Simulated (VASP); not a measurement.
# TiClO in VASP: single point with r2SCAN

Aim: the single point of TiClO with r2SCAN.

All numbers are computed with VASP 6.6.1; they aren't measurements. Logs are shortened: lines on timing, memory, paths and dates and some standing lists are left out, and cuts for length are marked.

### Step 1. The cell of the first run

The cell holds a disordered packing, 6 atoms: a = 4.934 Å, b = 4.898 Å, c = 4.568 Å, α = 91.77°, β = 97.72°, γ = 91.69°.

### Step 2. Single point, r2SCAN

POSCAR reads:

```
TiClO
1.0
    4.8621370000      0.7290940000      0.4160650000
   -0.8190650000      4.7974430000     -0.5533890000
   -1.0317320000      0.1926880000      4.4454580000
O Cl Ti
2 2 2
Direct
    0.7612090000      0.1420610000      0.7616450000
    0.1598170000      0.1493970000      0.7176540000
    0.7054110000      0.6869880000      0.3277670000
    0.9961380000      0.3271760000      0.3307130000
    0.4687590000      0.1595380000      0.1948490000
    0.0736780000      0.6574730000      0.8589560000
```

INCAR.step1 reads:

```
PREC     = Accurate       # precision mode
ENCUT    = 520            # plane-wave cutoff, eV
ISMEAR   = -1             # smearing method
SIGMA    = 0.1            # smearing width, eV
LREAL    = F              # projectors in reciprocal space
LASPH    = T              # aspherical terms in the spheres
NELM     = 60             # most SCF steps
NBANDS   = 34             # bands
GGA      = PE             # functional
ALGO     = Normal         # electronic algorithm
EDIFF    = 1E-4           # SCF threshold, eV
LWAVE    = T              # write WAVECAR
LCHARG   = F              # write CHGCAR
```

INCAR.step2 reads:

```
PREC     = Accurate       # precision mode
ENCUT    = 520            # plane-wave cutoff, eV
EDIFF    = 1E-6           # SCF threshold, eV
ISMEAR   = -1             # smearing method
SIGMA    = 0.1            # smearing width, eV
LREAL    = F              # projectors in reciprocal space
LASPH    = T              # aspherical terms in the spheres
NELM     = 60             # most SCF steps
ALGO     = Normal         # electronic algorithm
ISIF     = 2              # what is computed and relaxed
LWAVE    = F              # write WAVECAR
LCHARG   = F              # write CHGCAR
METAGGA  = R2SCAN         # meta-GGA
LMIXTAU  = T            
NBANDS   = 34             # bands
ISTART   = 1
```

KPOINTS reads:

```
Automatic mesh
0
Gamma
  4 4 4
  0.5 0.5 0
```

Potentials or basis: VASP PAW PBE potentials, release 64 (O, Cl, Ti_sv).

Run with:

```console
$ cat potpaw_PBE.64/O/POTCAR potpaw_PBE.64/Cl/POTCAR potpaw_PBE.64/Ti_sv/POTCAR > POTCAR
$ cp INCAR.step1 INCAR
$ mpirun -np 1 vasp_std > vasp.out
$ cp INCAR.step2 INCAR
$ mpirun -np 1 vasp_std > vasp.out
```

OUTCAR:

```text
PREC = Accurate
   ENCUT = 520
   EDIFF = 1E-6
   ISMEAR = -1
   LREAL = F
   LASPH = T
   NELM = 60
   ISIF = 2
   METAGGA = R2SCAN
   ISTART = 1

 ion  position               nearest neighbor table
   1  0.761  0.142  0.762-
   2  0.160  0.149  0.718-   4 2.07
   3  0.705  0.687  0.328-   4 2.30   5 2.67
   4  0.996  0.327  0.331-   2 2.07   3 2.30   5 2.64   5 2.69
   5  0.469  0.160  0.195-   4 2.64   3 2.67   4 2.69
   6  0.074  0.657  0.859-

  LATTYP: Found a triclinic cell.
 ALAT       =     7.0545985576
 B/A-ratio  =     0.6943301844
 C/A-ratio  =     1.0148995458
 COS(alpha) =     0.0006918436
 COS(beta)  =     0.5423930758
 COS(gamma) =     0.7150179438

  Lattice vectors:

 A1 = (   5.6812020000,  -4.0683490000,   0.9694540000)
 A2 = (   0.8190650000,  -4.7974430000,   0.5533890000)
 A3 = (   5.8938690000,   0.5364060000,  -4.0293930000)

Analysis of symmetry for initial positions (statically):
=====================================================================
 Subroutine PRICEL returns:
 Original cell was already a primitive cell.

 Routine SETGRP: Setting up the symmetry group for a
 triclinic supercell.

 Subroutine GETGRP returns: Found  1 space group operations
 (whereof  1 operations were pure point group operations)
 out of a pool of  2 trial point group operations.

The static configuration has the point symmetry C_1 .

Analysis of symmetry for dynamics (positions and initial velocities):
=====================================================================
 Subroutine PRICEL returns:
 Original cell was already a primitive cell.

 Routine SETGRP: Setting up the symmetry group for a
 triclinic supercell.

 Subroutine GETGRP returns: Found  1 space group operations
 (whereof  1 operations were pure point group operations)
 out of a pool of  2 trial point group operations.

The dynamic configuration has the point symmetry C_1 .

 Subroutine INISYM returns: Found  1 space group operations
 (whereof  1 operations are pure point group operations),
 and found     1 'primitive' translations

----------------------------------------------------------------------------------------

                                     Primitive cell

  volume of cell :     109.2771

  direct lattice vectors                    reciprocal lattice vectors
     4.862137000  0.729094000  0.416065000     0.196138563  0.038544822  0.043850444
    -0.819065000  4.797443000 -0.553389000    -0.028926323  0.201722811 -0.015457075
    -1.031732000  0.192688000  4.445458000    -0.021958120  0.021503754  0.218920433

  length of vectors
     4.934071782  4.898220718  4.567679544     0.204643350  0.204371587  0.221067244

  position of ions in fractional coordinates (direct lattice)
     0.761209000  0.142061000  0.761645000
     0.159817000  0.149397000  0.717654000
     0.705411000  0.686988000  0.327767000
     0.996138000  0.327176000  0.330713000
     0.468759000  0.159538000  0.194849000
     0.073678000  0.657473000  0.858956000

  ion indices of the primitive-cell ions
   primitive index   ion index
                 1           1
                 2           2
                 3           3
                 4           4
                 5           5
                 6           6

----------------------------------------------------------------------------------------

 KPOINTS: Automatic mesh

Automatic generation of k-mesh.
 Grid dimensions read from file:
 generate k-points for:    4    4    4

 Generating k-lattice:

  Cartesian coordinates                     Fractional coordinates (reciprocal lattice)
     0.049034641  0.009636205  0.010962611     0.250000000  0.000000000 -0.000000000
    -0.007231581  0.050430703 -0.003864269     0.000000000  0.250000000  0.000000000
    -0.005489530  0.005375938  0.054730108    -0.000000000  0.000000000  0.250000000

  Length of vectors
     0.051160838  0.051092897  0.055266811

  Shift w.r.t. Gamma in fractional coordinates (k-lattice)
     0.500000000  0.500000000  0.000000000

 Subroutine IBZKPT returns following result:
 ===========================================

 Found     32 irreducible k-points:

 Following reciprocal coordinates:
            Coordinates               Weight
  0.125000  0.125000  0.000000      2.000000
  0.375000  0.125000  0.000000      2.000000
 -0.375000  0.125000 -0.000000      2.000000
 -0.125000  0.125000 -0.000000      2.000000
  0.125000  0.375000 -0.000000      2.000000
  0.375000  0.375000  0.000000      2.000000
[... 16 lines left out ...]
 -0.375000 -0.125000  0.250000      2.000000
 -0.125000 -0.125000  0.250000      2.000000
 [... further k-points ...]
   k-points           NKPTS =     32   k-points in BZ     NKDIM =     32   number of bands    NBANDS=     34
   number of dos      NEDOS =    301   number of ions     NIONS =      6
   total plane-waves  NPLWV =  51840
   dimension x,y,z NGX =    40 NGY =   36 NGZ =   36
   dimension x,y,z NGXF=    80 NGYF=   72 NGZF=   72
   ions per type =               2   2   2
   NGX,Y,Z   is equivalent  to a cutoff of  13.48, 12.22, 13.10 a.u.
   NGXF,Y,Z  is equivalent  to a cutoff of  26.95, 24.44, 26.21 a.u.
 SYSTEM =  unknown system
   PREC   = accura    normal or accurate (medium, high low for compatibility)
   ISTART =      1    job   : 0-new  1-cont  2-samecut
   ICHARG =      0    charge: 1-file 2-atom 10-const
   ISPIN  =      1    spin polarized calculation?
   LNONCOLLINEAR =      F non collinear calculations
   LSORBIT =      F    spin-orbit coupling
   LASPH  =      T    aspherical Exc in radial PAW
   ENCUT  =  520.0 eV  38.22 Ry    6.18 a.u.   9.17  9.11  8.49*2*pi/ulx,y,z
   NELM   =     60;   NELMIN=  2; NELMDL=  0     # of ELM steps
   EDIFF  = 0.1E-05   stopping-criterion for ELM
   LREAL  =      F    real-space projection
   EDIFFG = 0.1E-04   stopping-criterion for IOM
   NSW    =      0    number of steps for IOM
   IBRION =     -1    ionic relax: 0-MD 1-quasi-New 2-CG
   NFREE  =      0    steps in history (QN), initial steepest desc. (CG)
   ISIF   =      2    stress and relaxation
   ISYM   =      2    0-nonsym 1-usesym 2-fastsym
   POTIM  = 0.5000    time-step for ionic-motion
   TEBEG  =    0.0;   TEEND  =   0.0 temperature during run
   PSTRESS=    0.0 pullay stress
   NELECT =      50.0000    total number of electrons
   NUPDOWN=      -1.0000    fix difference up-down
   EMIN   =  10.00;   EMAX   =-10.00  energy-range for DOS
   EFERMI =   0.00;   METHOD = LEGACY
   ISMEAR =    -1;   SIGMA  =   0.10  broadening in eV -4-tet -1-fermi 0-gaus
   EFERMI_NEDOS =   21; number of points for ismear=-14 and -15
   IALGO  =     38    algorithm
   IMIX   =      4    mixing-type and parameters
     AMIX     =   0.40;   BMIX     =  1.00
     AMIX_MAG =   1.60;   BMIX_MAG =  1.00
  volume/ion in A,a.u.               =      18.21       122.91
  Fermi-wavevector in a.u.,A,eV,Ry     =   1.261503  2.383896 21.652182  1.591391
  Thomas-Fermi vector in A             =   2.394959
   LORBIT       =      0    0 simple, 1 ext, 2 COOP (PROOUT), +10 PAW based schemes
   METAGGA = R2SCAN    functional components
   LHFCALC =     F    Hartree Fock is set to
   AEXX    =    0.0000 exact exchange contribution
   IVDW    =     0    specifies the selected vdW correction
   LEPSILON=     F    determine dielectric tensor
   LRPA    =     F    only Hartree local field effects (RPA)
 non-spin polarized calculation
  energy-cutoff  :      520.00
  volume of cell :      109.28
 maximum number of plane-waves:      2960
 NGX is ok and might be reduce to    40
   NGX = 19   NGY = 19   NGZ = 17

 number of electron      49.9999991 magnetization

 Free energy of the ion-electron system (eV)
  ---------------------------------------------------
  ext. energy  EPLUGINS =         0.00000000
  ---------------------------------------------------
  free energy    TOTEN  =       -50.16045640 eV

  energy without entropy =      -49.89559478  energy(sigma->0) =      -50.02802559

 E-fermi :   4.7549     XC(G=0): -10.1923

 val. band max:        4.7381424694   @ k =  -0.3750  -0.3750   0.2500
 cond. band min:       4.7611080528   @ k =  -0.1250   0.1250   0.5000
 fundamental gap:      0.0229655835
 Fermi energy:         4.7548602762

 k-point     1 :       0.1250    0.1250    0.0000
  band No.  band energies     occupation
      1     -56.0260      2.00000
      2     -56.0002      2.00000
      3     -31.3427      2.00000
      4     -31.2840      2.00000
      5     -31.2586      2.00000
      6     -31.1615      2.00000
[... 26 lines left out ...]
     33       6.1583      0.00000
     34       6.4238      0.00000

 k-point     2 :       0.3750    0.1250    0.0000
  band No.  band energies     occupation
      1     -56.0259      2.00000
      2     -56.0002      2.00000
      3     -31.3430      2.00000
      4     -31.2845      2.00000
      5     -31.2583      2.00000
      6     -31.1617      2.00000
[... 26 lines left out ...]
     33       6.1571      0.00000
     34       6.3940      0.00000

 k-point     3 :      -0.3750    0.1250   -0.0000
  band No.  band energies     occupation
      1     -56.0259      2.00000
      2     -56.0002      2.00000
      3     -31.3429      2.00000
      4     -31.2842      2.00000
      5     -31.2586      2.00000
      6     -31.1618      2.00000
[... 26 lines left out ...]
     33       6.1644      0.00000
     34       6.4259      0.00000

 k-point     4 :      -0.1250    0.1250   -0.0000
  band No.  band energies     occupation
      1     -56.0260      2.00000
      2     -56.0002      2.00000
      3     -31.3427      2.00000
      4     -31.2837      2.00000
      5     -31.2589      2.00000
      6     -31.1616      2.00000
[... 26 lines left out ...]
     33       6.0600      0.00000
     34       6.4373      0.00000

 k-point     5 :       0.1250    0.3750   -0.0000
  band No.  band energies     occupation
      1     -56.0257      2.00000
      2     -56.0005      2.00000
      3     -31.3427      2.00000
      4     -31.2830      2.00000
      5     -31.2611      2.00000
      6     -31.1641      2.00000
[... 621 lines left out ...]
 k-point    22 :       0.3750   -0.1250    0.2500
  band No.  band energies     occupation
      1     -56.0259      2.00000
      2     -56.0002      2.00000
      3     -31.3437      2.00000
      4     -31.2849      2.00000
      5     -31.2587      2.00000
      6     -31.1620      2.00000
[... 26 lines left out ...]
     33       5.9850      0.00001
     34       6.3417      0.00000

 k-point    23 :      -0.3750   -0.1250    0.2500
  band No.  band energies     occupation
      1     -56.0259      2.00000
      2     -56.0002      2.00000
      3     -31.3437      2.00000
      4     -31.2852      2.00000
      5     -31.2584      2.00000
      6     -31.1618      2.00000
[... 26 lines left out ...]
     33       6.1319      0.00000
     34       6.4272      0.00000

 k-point    24 :      -0.1250   -0.1250    0.2500
  band No.  band energies     occupation
      1     -56.0259      2.00000
      2     -56.0002      2.00000
      3     -31.3435      2.00000
      4     -31.2847      2.00000
      5     -31.2586      2.00000
      6     -31.1619      2.00000
[... 26 lines left out ...]
     33       6.2068      0.00000
     34       6.5080      0.00000

 [... further k-points ...]

------------------------ aborting loop because EDIFF is reached ----------------------------------------

  FORCE on cell =-STRESS in cart. coord.  units (eV):
  Direction    XX          YY          ZZ          XY          YZ          ZX
  --------------------------------------------------------------------------------------
  -------------------------------------------------------------------------------------
  Total       -2.6912694    -11.5293136     -7.8157274     -5.7828153     -1.8097302      2.9182431
  in kB      -39.4583031   -169.0381320   -114.5910326    -84.7852988    -26.5335315     42.7861003
  external PRESSURE =    -107.6958226 kB  Pullay stress =       0.0000000 kB

 VOLUME and BASIS-vectors are now :
 -----------------------------------------------------------------------------
  energy-cutoff  :      520.00
  volume of cell :      109.28
      direct lattice vectors                 reciprocal lattice vectors
     4.862137000  0.729094000  0.416065000     0.196138563  0.038544822  0.043850444
    -0.819065000  4.797443000 -0.553389000    -0.028926323  0.201722811 -0.015457075
    -1.031732000  0.192688000  4.445458000    -0.021958120  0.021503754  0.218920433

 POSITION                                       TOTAL-FORCE (eV/Angst)
 -----------------------------------------------------------------------------------
      2.79893      1.38328      3.62396        -2.754733     -0.244721      0.766630
     -0.08574      0.97153      3.17412         2.492365     -1.333593      5.120361
      2.52895      3.87325      1.37040        -4.102373      3.103317     -1.612501
      4.23417      2.35961      1.70357         4.737384     -0.626411     -2.792252
      1.94747      1.14469      0.97294         0.862106     -0.754132     -0.901629
     -1.06649      3.37342      3.48527        -1.234749     -0.144461     -0.580610
 -----------------------------------------------------------------------------------
    total drift:                                0.002338     -0.004168      0.003898

  FREE ENERGIE OF THE ION-ELECTRON SYSTEM (eV)
  ---------------------------------------------------
  free  energy   TOTEN  =       -50.1604564025 eV

  energy  without entropy=      -49.8955947799  energy(sigma->0) =      -50.02802559
```

Run time: 12 min. Hardware: 1 thread of Intel Xeon Platinum 8375C at 2.90GHz (Ice Lake), shared host; peak memory 0.29 GiB.

Results:

```yaml
Free_energy: -50.1605 eV
Pressure: -10.8 GPa
Largest_force: 5.849 eV/Å
Band_gap_on_the_k_mesh: zero (bands 25 and 26 overlap by 0.09 eV)
```

Forces in eV/Å, atoms in the order of the input:
```
O   -2.755 -0.245  0.767
O    2.492 -1.334  5.120
Cl  -4.102  3.103 -1.613
Cl   4.737 -0.626 -2.792
Ti   0.862 -0.754 -0.902
Ti  -1.235 -0.144 -0.581
```

Caveat: the PAW data sets were made with another functional, which shifts forces and pressure a little; semilocal functionals often make such compounds metallic where correlation or magnetic order opens a gap, which also shifts bond lengths.
